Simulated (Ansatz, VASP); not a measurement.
## Two plane-wave programs on Ta

File INCAR:

```
ALGO = Normal ; EDIFF = 1E-6
ENCUT = 520 ; GGA = PE
ISIF = 2 ; ISMEAR = -1
LASPH = T ; LCHARG = T
LELF = T ; LREAL = F
LVHAR = T ; LWAVE = F
NBANDS = 18 ; NELM = 100
PREC = Accurate ; SIGMA = 0.1
```

File KPOINTS:

```
k-points
0
Gamma
  17 17 17
```

File POSCAR:

```
Ta
1.0
   -2.2103386446      2.2103386446      1.2087069720
    2.2103386446     -2.2103386446      1.2087069720
    2.2103386446      2.2103386446     -1.2087069720
Ta
2
Direct
   -0.3750000000     -0.1250000000     -0.2500000000
    0.3750000000      0.1250000000      0.2500000000
```

Input for Ansatz:

```yaml
crystal:
  lattice:
    - [-2.2103386446, 2.2103386446, 1.208706972]
    - [2.2103386446, -2.2103386446, 1.208706972]
    - [2.2103386446, 2.2103386446, -1.208706972]
  atoms:
    - { symbol: Ta, position: [-0.375, -0.125, -0.25] }
    - { symbol: Ta, position: [0.375, 0.125, 0.25] }
kpoints:
  mp_grid: { grid: [17, 17, 17] }
scf:
  occupations: { method: fermi_dirac, width: 0.1 }
hamiltonian:
  xc: pbe
  pseudopotentials: { kind: paw }
output:
  forces: true
  stress: true
  eigenvalues: true
  populations: true
```

Change from the starting cell: volume scaled by 0.6, PAW files.

Alike in both runs: task single point; functional PBE; k mesh 17 × 17 × 17; occupations fermi-dirac, width 0.1 eV; no spin polarisation.

|  | VASP | Ansatz |
| --- | --- | --- |
| version | VASP 6.6.1 | Ansatz 0.2.0 |
| potentials or method | VASP PAW PBE potentials, release 64 (Ta_pv) | PAW with Ansatz's default frozen-core files, scalar-relativistic |
| plane-wave cutoff (eV) | 520 | 420 |
| valence electrons in the cell | 22 | 26 |

VASP gave:

| Quantity | Value |
| --- | --- |
| pressure (GPa) | 221.0 |
| traceless stress, the component that is largest in VASP (GPa) | -0.43 |

**Question.** Which values does Ansatz return?

**Answer.** Pressure (GPa): 216.7; traceless stress, the component that is largest in VASP (GPa): 0.03.

Both programs put the cell under a high pressure, so it lies far from rest at this level. VASP's potentials hold 22 valence electrons a cell and Ansatz's 26, so a difference there can come from the potentials and not from the codes.

Spin-orbit coupling is off throughout. Noted on VASP's run: the cell as given lies far from equilibrium.
